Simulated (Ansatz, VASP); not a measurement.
## CuO2 in VASP and in Ansatz

```
CELL_PARAMETERS angstrom
1.44087 -5.31496 0.00000
1.44087 5.31496 0.00000
0.00000 0.00000 4.34342
ATOMIC_POSITIONS crystal
Cu 0.16725 0.83275 0.75000
Cu 0.83275 0.16725 0.25000
O 0.78897 0.21103 0.75000
O 0.21103 0.78897 0.25000
O 0.55149 0.44851 0.75000
O 0.44851 0.55149 0.25000
```

Alike in both runs: functional PBEsol; k mesh 8 × 8 × 5; occupations fermi-dirac, width 0.05 eV; no spin polarisation.

|  | VASP | Ansatz |
| --- | --- | --- |
| version | VASP 6.6.1 | Ansatz 0.2.0 |
| potentials or method | VASP PAW PBE potentials, release 64 (Cu, O) | Ansatz PAW |
| plane-wave cutoff (eV) | 520 | 420 |
| valence electrons in the cell | 46 | 62 |
| task | single point | band structure |

VASP gave:

```
gap on the k mesh at the Fermi level (eV)                     : none
pressure (GPa)                                                : -13.6
traceless stress, the component that is largest in VASP (GPa) : 3.45
rms of the force components (eV/Å)                            : 0.353
```

Q: Estimate Ansatz's values.

A: gap on the k mesh at the Fermi level (eV): none; pressure (GPa): -14.4; traceless stress, the component that is largest in VASP (GPa): 4.58; rms of the force components (eV/Å): 0.403.

VASP's potentials were made for PBE, not for PBEsol. Atom by atom the forces differ by 0.055 eV/Å (rms over components). A gap of «none» marks a metal or a gap that the smearing closes. The functional is the same, so the differences come from potentials, cutoffs and numerics. VASP's potentials hold 46 valence electrons a cell and Ansatz's 62, so a difference there can come from the potentials and not from the codes.
